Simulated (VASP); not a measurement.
# NbP (I4_1md) in VASP: settings compared

Aim: see how the results for NbP move with the level of theory and the settings. Levels: LDA, BLYP+D4. Tasks: single point, relaxation of cell and atoms.

All numbers are computed with VASP 6.6.1; they aren't measurements. Logs are shortened: lines on timing, memory, paths and dates and some standing lists are left out, and cuts for length are marked.

## Step 1: The cell of the first run

The structure is tetragonal, space group I4_1md (No. 109). The conventional cell has a = 3.416 Å, b = 3.416 Å, c = 11.705 Å, α = 90.00°, β = 90.00°, γ = 90.00°. Within 3.4 Å of Nb (site symmetry 2mm) lie 6 P at 2.60 Å and 4 Nb at 3.39 Å. P (site symmetry 2mm) has 6 Nb at 2.60 Å and 4 P at 3.39 Å within 3.4 Å.

## Step 2: Single point, LDA (volume scaled by 1.06)

File INCAR:

```
SYSTEM = NbP
ALGO = Normal ; EDIFF = 1E-6
ENCUT = 520 ; GGA = CA
ISIF = 2 ; ISMEAR = -1
LASPH = .TRUE. ; LCHARG = .TRUE.
LELF = .TRUE. ; LREAL = .FALSE.
LVHAR = .TRUE. ; LWAVE = .FALSE.
NBANDS = 26 ; NELM = 60
PREC = Accurate ; SIGMA = 0.05
```

File KPOINTS:

```
k-points
0
G
  11 11 11
  0 0 0
```

File POSCAR:

```
NbP
1.0
   -1.7077732268      1.7077732268      5.8526878982
    1.7077732268     -1.7077732268      5.8526878982
    1.7077732268      1.7077732268     -5.8526878982
Nb P
2 2
Direct
    0.2498808000      0.7498808000      0.5000000000
    0.4998808000      0.4998808000      0.0000000000
    0.8327477700      0.3327477700      0.5000000000
    0.0827477700      0.0827477700      0.0000000000
```

Potentials or basis: VASP PAW LDA potentials, release 64 (Nb_sv, P).

The run is started by

```sh
cat potpaw_LDA.64/Nb_sv/POTCAR potpaw_LDA.64/P/POTCAR > POTCAR
mpirun -np 1 vasp_std > vasp.out
```

OUTCAR:

```text
SYSTEM = NbP
   EDIFF = 1E-6
   ENCUT = 520
   GGA = CA
   ISIF = 2
   ISMEAR = -1
   LASPH = .TRUE.
   LREAL = .FALSE.
   NELM = 60
   PREC = Accurate

 ion  position               nearest neighbor table
   1  0.250  0.750  0.500-   4 2.60   4 2.60   3 2.60   3 2.60   3 2.60   3 2.60
   2  0.500  0.500  0.000-   3 2.60   3 2.60   4 2.60   4 2.60   4 2.60   4 2.60
   3  0.833  0.333  0.500-   2 2.60   2 2.60   1 2.60   1 2.60   1 2.60   1 2.60
   4  0.083  0.083  0.000-   1 2.60   1 2.60   2 2.60   2 2.60   2 2.60   2 2.60

  LATTYP: Found a body centered tetragonal cell.
 ALAT       =     3.4155464536
 C/A-ratio  =     3.4270872774

  Lattice vectors:

 A1 = (  -1.7077732268,   1.7077732268,   5.8526878982)
 A2 = (   1.7077732268,  -1.7077732268,   5.8526878982)
 A3 = (   1.7077732268,   1.7077732268,  -5.8526878982)

Analysis of symmetry for initial positions (statically):
=====================================================================
 Subroutine PRICEL returns:
 Original cell was already a primitive cell.

 Routine SETGRP: Setting up the symmetry group for a
 body centered tetragonal supercell.

 Subroutine GETGRP returns: Found  8 space group operations
 (whereof  4 operations were pure point group operations)
 out of a pool of 16 trial point group operations.

The static configuration has the point symmetry C_2v.
 The point group associated with its full space group is C_4v.

Analysis of symmetry for dynamics (positions and initial velocities):
=====================================================================
 Subroutine PRICEL returns:
 Original cell was already a primitive cell.

 Routine SETGRP: Setting up the symmetry group for a
 body centered tetragonal supercell.

 Subroutine GETGRP returns: Found  8 space group operations
 (whereof  4 operations were pure point group operations)
 out of a pool of 16 trial point group operations.

The dynamic configuration has the point symmetry C_2v.
 The point group associated with its full space group is C_4v.

 Subroutine INISYM returns: Found  8 space group operations
 (whereof  4 operations are pure point group operations),
 and found     1 'primitive' translations

----------------------------------------------------------------------------------------

                                     Primitive cell

  volume of cell :      68.2772

  direct lattice vectors                    reciprocal lattice vectors
    -1.707773227  1.707773227  5.852687898     0.000000000  0.292778919  0.085430833
     1.707773227 -1.707773227  5.852687898     0.292778919  0.000000000  0.085430833
     1.707773227  1.707773227 -5.852687898     0.292778919  0.292778919  0.000000000

  length of vectors
     6.331424360  6.331424360  6.331424360     0.304988398  0.304988398  0.414051919

  position of ions in fractional coordinates (direct lattice)
     0.249880800  0.749880800  0.500000000
     0.499880800  0.499880800  0.000000000
     0.832747770  0.332747770  0.500000000
     0.082747770  0.082747770  0.000000000

  ion indices of the primitive-cell ions
   primitive index   ion index
                 1           1
                 2           2
                 3           3
                 4           4

----------------------------------------------------------------------------------------

 KPOINTS: k-points

Automatic generation of k-mesh.
 Grid dimensions read from file:
 generate k-points for:   11   11   11

 Generating k-lattice:

  Cartesian coordinates                     Fractional coordinates (reciprocal lattice)
     0.000000000  0.026616265  0.007766439     0.090909091  0.000000000  0.000000000
     0.026616265  0.000000000  0.007766439     0.000000000  0.090909091  0.000000000
     0.026616265  0.026616265  0.000000000     0.000000000  0.000000000  0.090909091

  Length of vectors
     0.027726218  0.027726218  0.037641084

  Shift w.r.t. Gamma in fractional coordinates (k-lattice)
     0.000000000  0.000000000  0.000000000

 Subroutine IBZKPT returns following result:
 ===========================================

 Found    126 irreducible k-points:

 Following reciprocal coordinates:
            Coordinates               Weight
  0.000000  0.000000  0.000000      1.000000
  0.090909  0.000000  0.000000      8.000000
  0.181818  0.000000 -0.000000      8.000000
  0.272727  0.000000  0.000000      8.000000
  0.363636  0.000000 -0.000000      8.000000
  0.454545  0.000000 -0.000000      8.000000
[... 16 lines left out ...]
 -0.272727  0.181818 -0.000000     16.000000
 -0.181818  0.181818  0.000000      4.000000
 [... further k-points ...]
   k-points           NKPTS =    126   k-points in BZ     NKDIM =    126   number of bands    NBANDS=     26
   number of dos      NEDOS =    301   number of ions     NIONS =      4
   total plane-waves  NPLWV = 110592
   dimension x,y,z NGX =    48 NGY =   48 NGZ =   48
   dimension x,y,z NGXF=    96 NGYF=   96 NGZF=   96
   ions per type =               2   2
   NGX,Y,Z   is equivalent  to a cutoff of  12.60, 12.60, 12.60 a.u.
   NGXF,Y,Z  is equivalent  to a cutoff of  25.21, 25.21, 25.21 a.u.
 SYSTEM =  NbP
   PREC   = accura    normal or accurate (medium, high low for compatibility)
   ISTART =      0    job   : 0-new  1-cont  2-samecut
   ICHARG =      2    charge: 1-file 2-atom 10-const
   ISPIN  =      1    spin polarized calculation?
   LNONCOLLINEAR =      F non collinear calculations
   LSORBIT =      F    spin-orbit coupling
   LASPH  =      T    aspherical Exc in radial PAW
   ENCUT  =  520.0 eV  38.22 Ry    6.18 a.u.  11.77 11.77 11.77*2*pi/ulx,y,z
   NELM   =     60;   NELMIN=  2; NELMDL= -5     # of ELM steps
   EDIFF  = 0.1E-05   stopping-criterion for ELM
   LREAL  =      F    real-space projection
   EDIFFG = 0.1E-04   stopping-criterion for IOM
   NSW    =      0    number of steps for IOM
   IBRION =     -1    ionic relax: 0-MD 1-quasi-New 2-CG
   NFREE  =      0    steps in history (QN), initial steepest desc. (CG)
   ISIF   =      2    stress and relaxation
   ISYM   =      2    0-nonsym 1-usesym 2-fastsym
   POTIM  = 0.5000    time-step for ionic-motion
   TEBEG  =    0.0;   TEEND  =   0.0 temperature during run
   PSTRESS=    0.0 pullay stress
   NELECT =      36.0000    total number of electrons
   NUPDOWN=      -1.0000    fix difference up-down
   EMIN   =  10.00;   EMAX   =-10.00  energy-range for DOS
   EFERMI =   0.00;   METHOD = LEGACY
   ISMEAR =    -1;   SIGMA  =   0.05  broadening in eV -4-tet -1-fermi 0-gaus
   EFERMI_NEDOS =   21; number of points for ismear=-14 and -15
   IALGO  =     38    algorithm
   IMIX   =      4    mixing-type and parameters
     AMIX     =   0.40;   BMIX     =  1.00
     AMIX_MAG =   1.60;   BMIX_MAG =  1.00
  volume/ion in A,a.u.               =      17.07       115.19
  Fermi-wavevector in a.u.,A,eV,Ry     =   1.322565  2.499286 23.799020  1.749179
  Thomas-Fermi vector in A             =   2.452237
   LORBIT       =      0    0 simple, 1 ext, 2 COOP (PROOUT), +10 PAW based schemes
   GGA     = CA    functional components
   LHFCALC =     F    Hartree Fock is set to
   AEXX    =    0.0000 exact exchange contribution
   IVDW    =     0    specifies the selected vdW correction
   LEPSILON=     F    determine dielectric tensor
   LRPA    =     F    only Hartree local field effects (RPA)
 non-spin polarized calculation
  energy-cutoff  :      520.00
  volume of cell :       68.28
 maximum number of plane-waves:      1866
   NGX = 23   NGY = 23   NGZ = 23

 number of electron      36.0000000 magnetization

 Free energy of the ion-electron system (eV)
  ---------------------------------------------------
  ext. energy  EPLUGINS =         0.00000000
  ---------------------------------------------------
  free energy    TOTEN  =       -38.60110214 eV

  energy without entropy =      -38.59509329  energy(sigma->0) =      -38.59809771

 E-fermi :   9.6453     XC(G=0): -11.8744

 val. band max:        9.6432987124   @ k =  -0.0909   0.4545   0.0909
 cond. band min:       9.6475687460   @ k =  -0.1818  -0.4545   0.1818
 fundamental gap:      0.0042700336
 Fermi energy:         9.6453336936

 k-point     1 :       0.0000    0.0000    0.0000
  band No.  band energies     occupation
      1     -45.1215      2.00000
      2     -45.0929      2.00000
      3     -21.4788      2.00000
      4     -21.3418      2.00000
      5     -21.3418      2.00000
      6     -21.2063      2.00000
[... 18 lines left out ...]
     25      13.4354      0.00000
     26      13.4362      0.00000

 k-point     2 :       0.0909    0.0000    0.0000
  band No.  band energies     occupation
      1     -45.1200      2.00000
      2     -45.0923      2.00000
      3     -21.4730      2.00000
      4     -21.3590      2.00000
      5     -21.3404      2.00000
      6     -21.2239      2.00000
[... 18 lines left out ...]
     25      13.4532      0.00000
     26      13.7848      0.00000

 k-point     3 :       0.1818    0.0000   -0.0000
  band No.  band energies     occupation
      1     -45.1159      2.00000
      2     -45.0908      2.00000
      3     -21.4614      2.00000
      4     -21.4005      2.00000
      5     -21.3366      2.00000
      6     -21.2675      2.00000
[... 18 lines left out ...]
     25      13.7884      0.00000
     26      14.5315      0.00000

 k-point     4 :       0.2727    0.0000    0.0000
  band No.  band energies     occupation
      1     -45.1103      2.00000
      2     -45.0889      2.00000
      3     -21.4854      2.00000
      4     -21.4152      2.00000
      5     -21.3316      2.00000
      6     -21.3194      2.00000
[... 18 lines left out ...]
     25      13.9592      0.00000
     26      15.2172      0.00000
[... 496 lines left out ...]
      1     -45.1010      2.00000
      2     -45.0839      2.00000
      3     -21.5266      2.00000
      4     -21.4115      2.00000
      5     -21.3790      2.00000
      6     -21.3460      2.00000
[... 18 lines left out ...]
     25      13.8675      0.00000
     26      15.3892      0.00000

 k-point    23 :      -0.2727    0.1818   -0.0000
  band No.  band energies     occupation
      1     -45.1063      2.00000
      2     -45.0854      2.00000
      3     -21.4760      2.00000
      4     -21.4201      2.00000
      5     -21.3803      2.00000
      6     -21.3143      2.00000
[... 18 lines left out ...]
     25      13.8926      0.00000
     26      14.9823      0.00000

 k-point    24 :      -0.1818    0.1818    0.0000
  band No.  band energies     occupation
      1     -45.1114      2.00000
      2     -45.0876      2.00000
      3     -21.4534      2.00000
      4     -21.4054      2.00000
      5     -21.3829      2.00000
      6     -21.2669      2.00000
[... 18 lines left out ...]
     25      13.4496      0.00000
     26      14.6181      0.00000

 [... further k-points ...]

------------------------ aborting loop because EDIFF is reached ----------------------------------------

  FORCE on cell =-STRESS in cart. coord.  units (eV):
  Direction    XX          YY          ZZ          XY          YZ          ZX
  --------------------------------------------------------------------------------------
  -------------------------------------------------------------------------------------
  Total       -7.9747223     -7.9747223     -7.2851349      0.0000000      0.0000000      0.0000000
  in kB     -187.1330048   -187.1330048   -170.9513056      0.0000000      0.0000000      0.0000000
  external PRESSURE =    -181.7391051 kB  Pullay stress =       0.0000000 kB

 VOLUME and BASIS-vectors are now :
 -----------------------------------------------------------------------------
  energy-cutoff  :      520.00
  volume of cell :       68.28
      direct lattice vectors                 reciprocal lattice vectors
    -1.707773227  1.707773227  5.852687898     0.000000000  0.292778919  0.085430833
     1.707773227 -1.707773227  5.852687898     0.292778919  0.000000000  0.085430833
     1.707773227  1.707773227 -5.852687898     0.292778919  0.292778919  0.000000000

 POSITION                                       TOTAL-FORCE (eV/Angst)
 -----------------------------------------------------------------------------------
      1.70777      0.00000      2.92495        -0.000000      0.000000     -0.002898
      0.00000      0.00000      5.85129         0.000000     -0.000000     -0.002898
     -0.00000      1.70777      3.89494        -0.000000      0.000000      0.002898
      0.00000      0.00000      0.96859         0.000000     -0.000000      0.002898
 -----------------------------------------------------------------------------------
    total drift:                               -0.000000     -0.000000      0.000032

  FREE ENERGIE OF THE ION-ELECTRON SYSTEM (eV)
  ---------------------------------------------------
  free  energy   TOTEN  =       -38.6011021404 eV

  energy  without entropy=      -38.5950932885  energy(sigma->0) =      -38.59809771
```

Wall time 5.3 min (1 thread of AMD EPYC 9R45 (Zen 5), shared host); peak memory 0.35 GiB.

Results:

| Quantity | Value |
| --- | --- |
| Free energy | -38.6011 eV |
| Pressure | -18.2 GPa |
| Band gap on the k mesh | zero (filled and empty bands overlap) |

Forces on the atoms (eV/Å):
```
Nb   0.000  0.000 -0.003
Nb   0.000  0.000 -0.003
P    0.000  0.000  0.003
P    0.000  0.000  0.003
```

Levels at points of the mesh, in eV from the Fermi level:
```tsv
k point	band 15	band 16	band 17	band 18	band 19	band 20	band 21	band 22
(0.00, 0.00, 0.00)	-1.96	-1.58	-1.31	-1.31	0.77	1.45	2.45	2.89
```

Caveat: the cell differs from its parent crystal (volume scaled by 1.06).

## Step 3: Relaxation of cell and atoms, BLYP+D4

This run uses another cell than the first one, of 16.10 Å³/atom, 0.943 times its volume.

File INCAR:

```
SYSTEM = NbP
PREC     = Accurate       ! precision mode
ENCUT    = 600            ! plane-wave cutoff, eV
EDIFF    = 1E-6           ! SCF threshold, eV
ISMEAR   = -1             ! smearing method
SIGMA    = 0.05           ! smearing width, eV
LREAL    = .FALSE.        ! projectors in reciprocal space
LASPH    = .TRUE.         ! aspherical terms in the spheres
NELM     = 60             ! most SCF steps
ALGO     = Normal         ! electronic algorithm
ISIF     = 3              ! what is computed and relaxed
LWAVE    = .FALSE.        ! write WAVECAR
LCHARG   = .FALSE.        ! write CHGCAR
GGA      = B5             ! functional
ALDAX    = 1.0          
AGGAX    = 1.0          
AGGAC    = 1.0          
ALDAC    = 0.0          
IVDW     = 13             ! dispersion correction
VDW_S6   = 1.0          
VDW_S8   = 2.34076671   
VDW_A1   = 0.44488865   
VDW_A2   = 4.0933009    
IBRION   = 2              ! ionic algorithm
NSW      = 60             ! ionic steps
EDIFFG   = -0.01          ! ionic threshold
```

File KPOINTS:

```
Automatic mesh
0
G
  11 11 11
  0 0 0
```

File POSCAR:

```
NbP
1.0
   -1.6749232544      1.6749232544      5.7401081759
    1.6749232544     -1.6749232544      5.7401081759
    1.6749232544      1.6749232544     -5.7401081759
Nb P
2 2
Direct
    0.2498808000      0.7498808000      0.5000000000
    0.4998808000      0.4998808000      0.0000000000
    0.8327477700      0.3327477700      0.5000000000
    0.0827477700      0.0827477700      0.0000000000
```

Potentials or basis: VASP PAW PBE potentials, release 64 (Nb_sv, P).

The run is started by

```sh
cat potpaw_PBE.64/Nb_sv/POTCAR potpaw_PBE.64/P/POTCAR > POTCAR
mpirun -np 1 vasp_std > vasp.out
```

Run time: 12 min. Hardware: 1 thread of Intel Xeon 6975P-C (Granite Rapids), shared host; peak memory 0.48 GiB.

It converged, with:

* Free energy: -33.7884 eV
* Relaxed volume: 16.09 Å³/atom
* Relaxed cell: a = 6.208 Å, b = 6.208 Å, c = 6.208 Å, α = 148.70°, β = 148.70°, γ = 44.85°
* Space group after relaxing (to 0.05 Å): I4_1md (No. 109)
* Energy gained by relaxing: 0.0 meV/atom
* Ionic steps: 3
* Pressure after relaxing: 0.0 GPa
* Largest force after relaxing: 0.005 eV/Å
* Band gap on the k mesh: zero (filled and empty bands overlap)
* Dispersion energy per atom: -0.803 eV

Forces on the atoms (eV/Å):
```
Nb   0.000  0.000  0.005
Nb   0.000  0.000  0.005
P    0.000  0.000 -0.005
P    0.000  0.000 -0.005
```

Final structure:
```
Nb P
1.0
    -1.67440    1.67440    5.73821
     1.67440   -1.67440    5.73821
     1.67440    1.67440   -5.73821
Nb P
2 2
Direct
  0.24989 0.74989 0.50000
  0.49989 0.49989 0.00000
  0.83273 0.33273 0.50000
  0.08273 0.08273 0.00000
```

Levels at points of the mesh, in eV from the Fermi level:
```tsv
k point	band 14	band 15	band 16	band 17	band 18	band 19	band 20	band 21	band 22
(0.00, 0.00, 0.00)	-2.24	-2.03	-1.66	-1.37	-1.37	0.80	1.55	2.63	3.08
```

Caveat: the PAW data sets were made with another functional, which shifts forces and pressure a little; pairwise dispersion overbinds metals, which lowers pressure and volume.
